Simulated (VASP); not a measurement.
## CuO: single point with PBEsol

Crystal: CuO.

```
CELL_PARAMETERS angstrom
-2.34185 1.71130 0.00000
0.85003 0.00000 -5.05787
-2.34185 -5.13390 0.00000
ATOMIC_POSITIONS crystal
Cu 0.24800 0.00060 0.24330
Cu 0.74800 0.00060 0.74330
Cu 0.99800 0.50060 0.49330
Cu 0.49800 0.50060 0.99330
O 0.70720 0.75060 0.28410
O 0.20720 0.75060 0.78410
O 0.78880 0.25060 0.20250
O 0.30482 0.24579 0.75612
```

* Program: VASP 6.6.1
* Task: single point
* Functional: PBEsol
* Potentials or basis: VASP PAW PBE potentials, release 64 (Cu, O)
* Cutoff: 520 eV
* k mesh: 9 × 5 × 5
* Occupations: fermi-dirac, width 0.05 eV
* Spin: no spin polarisation
* Dipole correction: no
* Further INCAR settings: ALGO = Normal; EDIFF = 1e-06; NBANDS = 44

```
Pressure               : 1.2 GPa
Largest force          : 2.563 eV/Å
Band gap on the k mesh : zero (bands 34 and 35 overlap by 0.51 eV)
```

Forces in eV/Å, atoms in the order of the input:
```
Cu  -0.019  0.051 -0.029
Cu  -0.182 -0.529  0.352
Cu  -0.372 -0.229  0.365
Cu  -1.077 -1.328 -1.500
O    0.154  0.401 -0.158
O    0.195  0.540  0.240
O   -0.379 -0.703  0.010
O    1.679  1.797  0.721
```

Stress tensor (GPa, compression positive):
```
-0.24  1.25  2.03
 1.25  2.56  2.26
 2.03  2.26  1.18
```

Levels at points of the mesh, in eV from the Fermi level:
```tsv
k point	band 31	band 32	band 33	band 34	band 35	band 36	band 37	band 38
(0.00, 0.00, 0.00)	-1.48	-1.41	0.10	0.22	0.33	0.96	1.70	4.43
```

Run time: 10 min on 1 thread of Intel Xeon 8259CL, with other jobs on the host, peak memory 0.41 GiB.

Caveat: the PAW data sets were made with another functional, which shifts forces and pressure a little; semilocal functionals often make such compounds metallic where correlation or magnetic order opens a gap, which also shifts bond lengths. With open d or f shells a metallic result of PBEsol can be an artefact of self-interaction; +U or a hybrid may open a gap.
